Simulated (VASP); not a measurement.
# TiO2 (P4_2/mnm) in VASP: a series of runs

Runs on TiO2. Level: PBE+U. Tasks: single point.

Program: VASP 6.6.1. These are calculated values, not measurements. Logs are shortened: lines on timing, memory, paths and dates and some standing lists are left out, and cuts for length are marked.

## 1. The cell of the first run

It takes space group P4_2/mnm (No. 136, tetragonal). Conventional cell: a = 4.415 Å, b = 4.415 Å, c = 2.923 Å, α = 90.00°, β = 90.00°, γ = 90.00°. Ti (site symmetry mmm) has 6 O at 1.89 to 1.91 Å within 2.5 Å. O (site symmetry m2m) has 3 Ti at 1.89 to 1.91 Å and 1 O at 2.46 Å within 2.5 Å.

## 2. Single point, PBE+U (9.49 Å³/atom)

Contents of INCAR:

```
  PREC = Accurate
  ENCUT = 520
  EDIFF = 1E-6
  ISMEAR = 0
  SIGMA = 0.02
  LREAL = False
  LASPH = True
  NELM = 150
  ALGO = Normal
  ISIF = 2
  LWAVE = False
  LCHARG = True
  LMAXMIX = 4
  LDAU = True
  LDAUTYPE = 2
  LDAUL = 2 -1
  LDAUU = 4 0
  LDAUJ = 0 0
  LDAUPRINT = 1
  GGA = PE
  LELF = True
  LVHAR = True
  NBANDS = 33
```

Contents of KPOINTS:

```
Automatic mesh
0
Gamma
  6 6 10
```

Contents of POSCAR:

```
TiO2
1.0
    4.4147659250      0.0000000000      0.0000000000
    0.0000000000      4.4147659250      0.0000000000
    0.0000000000      0.0000000000      2.9227145864
Ti O
2 4
Direct
    0.0000000000      0.0000000000      0.0000000000
    0.5000000000      0.5000000000      0.5000000000
    0.3027892244      0.3027892244      0.0000000000
    0.1972107756      0.8027892244      0.5000000000
    0.6972107756      0.6972107756      0.0000000000
    0.8027892244      0.1972107756      0.5000000000
```

Potentials or basis: VASP PAW PBE potentials, release 64 (Ti_sv, O).

Launch:

```
> cat potpaw_PBE.64/Ti_sv/POTCAR potpaw_PBE.64/O/POTCAR > POTCAR
> mpirun -np 1 vasp_std > vasp.out
```

OUTCAR:

```text
PREC = Accurate
   ENCUT = 520
   EDIFF = 1E-6
   ISMEAR = 0
   LREAL = False
   LASPH = True
   NELM = 150
   ISIF = 2
   GGA = PE

 ion  position               nearest neighbor table
   1  0.000  0.000  0.000-   3 1.89   5 1.89   4 1.91   6 1.91   4 1.91   6 1.91
   2  0.500  0.500  0.500-   4 1.89   6 1.89   5 1.91   3 1.91   3 1.91   5 1.91
   3  0.303  0.303  0.000-   1 1.89   2 1.91   2 1.91
   4  0.197  0.803  0.500-   2 1.89   1 1.91   1 1.91
   5  0.697  0.697  0.000-   1 1.89   2 1.91   2 1.91
   6  0.803  0.197  0.500-   2 1.89   1 1.91   1 1.91

  LATTYP: Found a simple tetragonal cell.
 ALAT       =     4.4147659250
 C/A-ratio  =     0.6620316085

  Lattice vectors:

 A1 = (   4.4147659250,   0.0000000000,   0.0000000000)
 A2 = (   0.0000000000,   4.4147659250,   0.0000000000)
 A3 = (   0.0000000000,   0.0000000000,   2.9227145864)

Analysis of symmetry for initial positions (statically):
=====================================================================
 Subroutine PRICEL returns:
 Original cell was already a primitive cell.

 Routine SETGRP: Setting up the symmetry group for a
 simple tetragonal supercell.

 Subroutine GETGRP returns: Found 16 space group operations
 (whereof  8 operations were pure point group operations)
 out of a pool of 16 trial point group operations.

The static configuration has the point symmetry D_2h.
 The point group associated with its full space group is D_4h.

Analysis of symmetry for dynamics (positions and initial velocities):
=====================================================================
 Subroutine PRICEL returns:
 Original cell was already a primitive cell.

 Routine SETGRP: Setting up the symmetry group for a
 simple tetragonal supercell.

 Subroutine GETGRP returns: Found 16 space group operations
 (whereof  8 operations were pure point group operations)
 out of a pool of 16 trial point group operations.

The dynamic configuration has the point symmetry D_2h.
 The point group associated with its full space group is D_4h.

 Subroutine INISYM returns: Found 16 space group operations
 (whereof  8 operations are pure point group operations),
 and found     1 'primitive' translations

----------------------------------------------------------------------------------------

                                     Primitive cell

  volume of cell :      56.9642

  direct lattice vectors                    reciprocal lattice vectors
     4.414765925  0.000000000  0.000000000     0.226512576  0.000000000  0.000000000
     0.000000000  4.414765925  0.000000000     0.000000000  0.226512576  0.000000000
     0.000000000  0.000000000  2.922714586     0.000000000  0.000000000  0.342147675

  length of vectors
     4.414765925  4.414765925  2.922714586     0.226512576  0.226512576  0.342147675

  position of ions in fractional coordinates (direct lattice)
     0.000000000  0.000000000  0.000000000
     0.500000000  0.500000000  0.500000000
     0.302789224  0.302789224  0.000000000
     0.197210776  0.802789224  0.500000000
     0.697210776  0.697210776  0.000000000
     0.802789224  0.197210776  0.500000000

  ion indices of the primitive-cell ions
   primitive index   ion index
                 1           1
                 2           2
                 3           3
                 4           4
                 5           5
                 6           6

[... 99 lines left out ...]
   J (eV)           for each species LDAUJ =   0.0  0.0
   GGA     = PE    functional components
   LHFCALC =     F    Hartree Fock is set to
   AEXX    =    0.0000 exact exchange contribution
   IVDW    =     0    specifies the selected vdW correction
   LEPSILON=     F    determine dielectric tensor
   LRPA    =     F    only Hartree local field effects (RPA)
 non-spin polarized calculation
 Gauss-broadening in eV      SIGMA  =   0.02
  energy-cutoff  :      520.00
  volume of cell :       56.96
 maximum number of plane-waves:      1567
 NGX is ok and might be reduce to    36
   NGX = 17   NGY = 17   NGZ = 11

atom =   1  type =  1  l = 2

 onsite density matrix

spin component  1

  0.2184  0.0000 -0.0900  0.0000 -0.0000
  0.0000  0.1930  0.0000 -0.0893  0.0000
 -0.0900  0.0000  0.1452  0.0000  0.0000
  0.0000 -0.0893  0.0000  0.1930  0.0000
 -0.0000  0.0000  0.0000  0.0000  0.1088

spin component  2

  0.2184  0.0000 -0.0900  0.0000 -0.0000
  0.0000  0.1930  0.0000 -0.0893  0.0000
 -0.0900  0.0000  0.1452  0.0000  0.0000
  0.0000 -0.0893  0.0000  0.1930  0.0000
 -0.0000  0.0000  0.0000  0.0000  0.1088

 occupancies and eigenvectors

  o =  0.0847  v = -0.5582  0.0000 -0.8297  0.0000  0.0000  0.0000  0.0000  0.0000  0.0000  0.0000      0.0000  0.0000  0.0000  0.0000  0.0000  0.0000  0.0000  0.0000  0.0000  0.0000
  o =  0.0847  v =  0.0000  0.0000  0.0000  0.0000  0.0000 -0.5582  0.0000 -0.8297  0.0000  0.0000      0.0000  0.0000  0.0000  0.0000  0.0000  0.0000  0.0000  0.0000  0.0000  0.0000
  o =  0.1037  v =  0.0000  0.7071  0.0000  0.7071 -0.0000  0.0000  0.0000  0.0000  0.0000  0.0000      0.0000  0.0000  0.0000  0.0000  0.0000  0.0000  0.0000  0.0000  0.0000  0.0000
  o =  0.1037  v =  0.0000  0.0000  0.0000  0.0000  0.0000  0.0000  0.7071  0.0000  0.7071 -0.0000      0.0000  0.0000  0.0000  0.0000  0.0000  0.0000  0.0000  0.0000  0.0000  0.0000
  o =  0.1088  v = -0.0000 -0.0000 -0.0000  0.0000 -1.0000  0.0000  0.0000  0.0000  0.0000  0.0000      0.0000  0.0000  0.0000  0.0000  0.0000  0.0000  0.0000  0.0000  0.0000  0.0000
  o =  0.1088  v =  0.0000  0.0000  0.0000  0.0000  0.0000 -0.0000 -0.0000 -0.0000  0.0000 -1.0000      0.0000  0.0000  0.0000  0.0000  0.0000  0.0000  0.0000  0.0000  0.0000  0.0000
  o =  0.2789  v = -0.8297  0.0000  0.5582  0.0000  0.0000  0.0000  0.0000  0.0000  0.0000  0.0000      0.0000  0.0000  0.0000  0.0000  0.0000  0.0000  0.0000  0.0000  0.0000  0.0000
  o =  0.2789  v =  0.0000  0.0000  0.0000  0.0000  0.0000 -0.8297  0.0000  0.5582  0.0000  0.0000      0.0000  0.0000  0.0000  0.0000  0.0000  0.0000  0.0000  0.0000  0.0000  0.0000
  o =  0.2823  v =  0.0000  0.0000  0.0000  0.0000  0.0000  0.0000  0.7071  0.0000 -0.7071 -0.0000      0.0000  0.0000  0.0000  0.0000  0.0000  0.0000  0.0000  0.0000  0.0000  0.0000
  o =  0.2823  v =  0.0000  0.7071  0.0000 -0.7071 -0.0000  0.0000  0.0000  0.0000  0.0000  0.0000      0.0000  0.0000  0.0000  0.0000  0.0000  0.0000  0.0000  0.0000  0.0000  0.0000

atom =   2  type =  1  l = 2

 onsite density matrix

spin component  1

  0.2184  0.0000  0.0900  0.0000  0.0000
  0.0000  0.1930  0.0000  0.0893  0.0000
  0.0900  0.0000  0.1452  0.0000 -0.0000
  0.0000  0.0893  0.0000  0.1930  0.0000
  0.0000  0.0000 -0.0000  0.0000  0.1088

spin component  2

  0.2184  0.0000  0.0900  0.0000  0.0000
  0.0000  0.1930  0.0000  0.0893  0.0000
  0.0900  0.0000  0.1452  0.0000 -0.0000
  0.0000  0.0893  0.0000  0.1930  0.0000
  0.0000  0.0000 -0.0000  0.0000  0.1088

 occupancies and eigenvectors

  o =  0.0847  v = -0.5582  0.0000  0.8297  0.0000  0.0000  0.0000  0.0000  0.0000  0.0000  0.0000      0.0000  0.0000  0.0000  0.0000  0.0000  0.0000  0.0000  0.0000  0.0000  0.0000
  o =  0.0847  v =  0.0000  0.0000  0.0000  0.0000  0.0000 -0.5582  0.0000  0.8297  0.0000  0.0000      0.0000  0.0000  0.0000  0.0000  0.0000  0.0000  0.0000  0.0000  0.0000  0.0000
  o =  0.1037  v =  0.0000  0.7071  0.0000 -0.7071  0.0000  0.0000  0.0000  0.0000  0.0000  0.0000      0.0000  0.0000  0.0000  0.0000  0.0000  0.0000  0.0000  0.0000  0.0000  0.0000
  o =  0.1037  v =  0.0000  0.0000  0.0000  0.0000  0.0000  0.0000  0.7071  0.0000 -0.7071  0.0000      0.0000  0.0000  0.0000  0.0000  0.0000  0.0000  0.0000  0.0000  0.0000  0.0000
  o =  0.1088  v =  0.0000  0.0000  0.0000  0.0000 -1.0000  0.0000  0.0000  0.0000  0.0000  0.0000      0.0000  0.0000  0.0000  0.0000  0.0000  0.0000  0.0000  0.0000  0.0000  0.0000
  o =  0.1088  v =  0.0000  0.0000  0.0000  0.0000  0.0000  0.0000  0.0000  0.0000  0.0000 -1.0000      0.0000  0.0000  0.0000  0.0000  0.0000  0.0000  0.0000  0.0000  0.0000  0.0000
  o =  0.2789  v = -0.8297  0.0000 -0.5582  0.0000 -0.0000  0.0000  0.0000  0.0000  0.0000  0.0000      0.0000  0.0000  0.0000  0.0000  0.0000  0.0000  0.0000  0.0000  0.0000  0.0000
  o =  0.2789  v =  0.0000  0.0000  0.0000  0.0000  0.0000 -0.8297  0.0000 -0.5582  0.0000 -0.0000      0.0000  0.0000  0.0000  0.0000  0.0000  0.0000  0.0000  0.0000  0.0000  0.0000
  o =  0.2823  v =  0.0000  0.0000  0.0000  0.0000  0.0000  0.0000  0.7071  0.0000  0.7071  0.0000      0.0000  0.0000  0.0000  0.0000  0.0000  0.0000  0.0000  0.0000  0.0000  0.0000
  o =  0.2823  v =  0.0000  0.7071  0.0000  0.7071  0.0000  0.0000  0.0000  0.0000  0.0000  0.0000      0.0000  0.0000  0.0000  0.0000  0.0000  0.0000  0.0000  0.0000  0.0000  0.0000

 number of electron      47.9999985 magnetization

 Free energy of the ion-electron system (eV)
  ---------------------------------------------------
  ext. energy  EPLUGINS =         0.00000000
  ---------------------------------------------------
  free energy    TOTEN  =       -47.44731040 eV

  energy without entropy =      -47.44731040  energy(sigma->0) =      -47.44731040

 E-fermi :   6.3708     XC(G=0): -11.9313

 val. band max:        6.2296798265   @ k =   0.0000   0.0000   0.0000
 cond. band min:       8.7849987726   @ k =   0.0000   0.0000   0.0000
 fundamental gap:      2.5553189461
 Fermi energy:         6.3707573116

 k-point     1 :       0.0000    0.0000    0.0000
  band No.  band energies     occupation
      1     -51.4452      2.00000
      2     -51.4173      2.00000
      3     -27.8004      2.00000
      4     -27.8004      2.00000
      5     -27.5789      2.00000
      6     -27.5789      2.00000
[... 853 lines left out ...]
     32      12.0913      0.00000
     33      13.4562      0.00000

 [... further k-points ...]
[... 5 lines left out ...]
  --------------------------------------------------------------------------------------
  -------------------------------------------------------------------------------------
  Total       14.6009447     14.6009447     14.8881625      0.0000000      0.0000000      0.0000000
  in kB      410.6669647    410.6669647    418.7452675      0.0000000      0.0000000      0.0000000
  external PRESSURE =     413.3597323 kB  Pullay stress =       0.0000000 kB

 VOLUME and BASIS-vectors are now :
 -----------------------------------------------------------------------------
  energy-cutoff  :      520.00
  volume of cell :       56.96
      direct lattice vectors                 reciprocal lattice vectors
     4.414765925  0.000000000  0.000000000     0.226512576  0.000000000  0.000000000
     0.000000000  4.414765925  0.000000000     0.000000000  0.226512576  0.000000000
     0.000000000  0.000000000  2.922714586     0.000000000  0.000000000  0.342147675

 POSITION                                       TOTAL-FORCE (eV/Angst)
 -----------------------------------------------------------------------------------
      0.00000      0.00000      0.00000         0.000000     -0.000000      0.000000
      2.20738      2.20738      1.46136         0.000000     -0.000000      0.000000
      1.33674      1.33674      0.00000        -0.062142     -0.062142      0.000000
      0.87064      3.54413      1.46136         0.062142     -0.062142      0.000000
      3.07802      3.07802      0.00000         0.062142      0.062142     -0.000000
      3.54413      0.87064      1.46136        -0.062142      0.062142      0.000000
 -----------------------------------------------------------------------------------
    total drift:                               -0.000000      0.000000      0.000000

  FREE ENERGIE OF THE ION-ELECTRON SYSTEM (eV)
  ---------------------------------------------------
  free  energy   TOTEN  =       -47.4473103966 eV

  energy  without entropy=      -47.4473103966  energy(sigma->0) =      -47.44731040
```

Run time: 3 min. Hardware: 1 thread of Intel Xeon 8259CL, shared host; peak memory 0.23 GiB.

Results:

| Property | Result |
| --- | --- |
| Free energy | -47.4473 eV |
| Pressure | 41.3 GPa |
| Largest force | 0.088 eV/Å |
| Band gap on the k mesh | 2.56 eV |

Forces on the atoms (eV/Å):
```
Ti   0.000  0.000  0.000
Ti   0.000  0.000  0.000
O   -0.062 -0.062  0.000
O    0.062 -0.062  0.000
O    0.062  0.062  0.000
O   -0.062  0.062  0.000
```

Levels at points of the mesh, in eV from the valence-band top:
```csv
k point,band 20,band 21,band 22,band 23,band 24,band 25,band 26,band 27,band 28,band 29
"(0.00, 0.00, 0.00)",-2.43,-0.90,-0.54,-0.54,0.00,2.56,2.83,3.13,3.22,3.22
"(0.50, 0.00, 0.00)",-3.38,-1.99,-1.99,-0.88,-0.88,3.29,3.29,3.93,3.93,4.38
"(0.50, 0.50, 0.00)",-2.33,-1.62,-1.62,-1.20,-1.20,2.58,2.58,3.25,3.25,4.67
"(0.00, 0.00, 0.50)",-2.86,-2.86,-2.86,-1.54,-1.54,3.88,3.88,3.96,3.96,4.53
"(0.50, 0.00, 0.50)",-2.69,-2.19,-2.19,-1.26,-1.26,2.61,2.61,4.03,4.03,4.80
"(0.50, 0.50, 0.50)",-2.82,-1.50,-1.50,-0.72,-0.72,3.39,3.39,4.01,4.01,4.05
```

Eigenvalues of the final occupation matrices:
```
    site  spin  trace               eigenvalues
site 1 d     1   0.86  0.08 0.10 0.11 0.28 0.28
site 1 d     2   0.86  0.08 0.10 0.11 0.28 0.28
site 2 d     1   0.86  0.08 0.10 0.11 0.28 0.28
site 2 d     2   0.86  0.08 0.10 0.11 0.28 0.28
```

Caveat: the cell stands under pressure.

## 3. Single point, PBE+U (9.82 Å³/atom)

This run uses another cell than the first one, of 9.82 Å³/atom.

Contents of INCAR:

```
PREC = Accurate ; ENCUT = 520
EDIFF = 1E-6 ; ISMEAR = 0
SIGMA = 0.02 ; LREAL = F
LASPH = T ; NELM = 150
ALGO = Normal ; ISIF = 2
LWAVE = F ; LCHARG = T
LMAXMIX = 4 ; LDAU = T
LDAUTYPE = 2 ; LDAUL = 2 -1
LDAUU = 4 0 ; LDAUJ = 0 0
LDAUPRINT = 1 ; GGA = PE
LELF = T ; LVHAR = T
NBANDS = 33
```

Contents of KPOINTS:

```
regular mesh
0
Gamma
  6 6 10
```

Contents of POSCAR:

```
TiO2
1.0
    4.4718293932      0.0000000000      0.0000000000
    0.0000000000      4.4718293932      0.0000000000
    0.0000000000      0.0000000000      2.9457103344
Ti O
2 4
Direct
    0.0000000000      0.0000000000      0.0000000000
    0.5000000000      0.5000000000      0.5000000000
    0.3032342491      0.3032342491      0.0000000000
    0.1967657509      0.8032342491      0.5000000000
    0.6967657509      0.6967657509      0.0000000000
    0.8032342491      0.1967657509      0.5000000000
```

Potentials or basis: VASP PAW PBE potentials, release 64 (Ti_sv, O).

Launch:

```
> cat potpaw_PBE.64/Ti_sv/POTCAR potpaw_PBE.64/O/POTCAR > POTCAR
> mpirun -np 1 vasp_std > vasp.out
```

Wall time 3.2 min (1 thread of Intel Xeon 8259CL, shared host); peak memory 0.23 GiB.

It converged, with:

```yaml
Free_energy: -47.8768 eV
Pressure: 29.6 GPa
Largest_force: 0.097 eV/Å
Band_gap_on_the_k_mesh: 2.48 eV
```

Forces on the atoms (eV/Å):
```
Ti   0.000  0.000  0.000
Ti   0.000  0.000  0.000
O   -0.068 -0.068  0.000
O    0.068 -0.068  0.000
O    0.068  0.068  0.000
O   -0.068  0.068  0.000
```

Stress tensor (GPa, compression positive):
```
29.34  0.00  0.00
 0.00 29.34  0.00
 0.00  0.00 30.10
```

Levels at points of the mesh, in eV from the valence-band top:
```csv
k point,band 21,band 22,band 23,band 24,band 25,band 26,band 27,band 28
"(0.00, 0.00, 0.00)",-0.89,-0.54,-0.54,0.00,2.48,2.73,3.03,3.11
"(0.50, 0.00, 0.00)",-1.92,-1.92,-0.85,-0.85,3.17,3.17,3.77,3.77
"(0.50, 0.50, 0.00)",-1.59,-1.59,-1.21,-1.21,2.50,2.50,3.14,3.14
"(0.00, 0.00, 0.50)",-2.70,-2.70,-1.52,-1.52,3.71,3.71,3.83,3.83
"(0.50, 0.00, 0.50)",-2.13,-2.13,-1.21,-1.21,2.53,2.53,3.90,3.90
"(0.50, 0.50, 0.50)",-1.43,-1.43,-0.72,-0.72,3.26,3.26,3.86,3.86
```

Eigenvalues of the final occupation matrices:
| site | spin | trace | eigenvalues |
| --- | --- | --- | --- |
| site 1 d | 1 | 0.83 | 0.08 0.10 0.11 0.27 0.28 |
| site 1 d | 2 | 0.83 | 0.08 0.10 0.11 0.27 0.28 |
| site 2 d | 1 | 0.83 | 0.08 0.10 0.11 0.27 0.28 |
| site 2 d | 2 | 0.83 | 0.08 0.10 0.11 0.27 0.28 |

Caveat: the cell stands under pressure. A k mesh can miss the band edges.
